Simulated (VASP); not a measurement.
A run of VASP 6.6.1 is set up as follows.

The input INCAR:

```
ALGO = Normal
DIPOL = 0.5 0.5 0.363
EDIFF = 1E-7
ENCUT = 520
GGA = PE
IDIPOL = 3
ISIF = 2
ISMEAR = 0
LASPH = True
LCHARG = False
LDIPOL = True
LREAL = False
LWAVE = False
NBANDS = 34
NELM = 80
PREC = Accurate
SIGMA = 0.1
```

Contents of KPOINTS:

```
k-points
0
Gamma
  8 8 1
```

The input POSCAR:

```
Si4W2Cl
1.0
    3.2292919632      0.0000000000      0.0000000000
    0.0000000000      3.2292919632      0.0000000000
    0.0000000000      0.0000000000     21.9372962356
Si W Cl
4 2 1
Direct
    0.0000000000      0.0000000000      0.1823378760
    0.0000000000      0.0000000000      0.3009901015
    0.5000000000      0.5000000000      0.3590107492
    0.5000000000      0.5000000000      0.4757786066
    0.5000000000      0.5000000000      0.2416639887
    0.0000000000      0.0000000000      0.4178382292
    0.5000000000      1.0000000000      0.5606037669
```

Potentials or basis: VASP PAW PBE potentials, release 64 (Si, W_sv, Cl).

Command:

```console
$ cat potpaw_PBE.64/Si/POTCAR potpaw_PBE.64/W_sv/POTCAR potpaw_PBE.64/Cl/POTCAR > POTCAR
$ mpirun -np 1 vasp_std > vasp.out
```

(1) Predict the largest force.

(2) What does it give for the band gap on the k mesh?

Answers

(1) 0.821 eV/Å.

(2) zero (an odd number of electrons rules out a gap without spin polarisation).

Caveat: spin-orbit coupling is left out, which moves the levels of the heavy elements; an odd number of electrons without spin polarisation forces a metal; a magnetic or distorted state may lie lower.
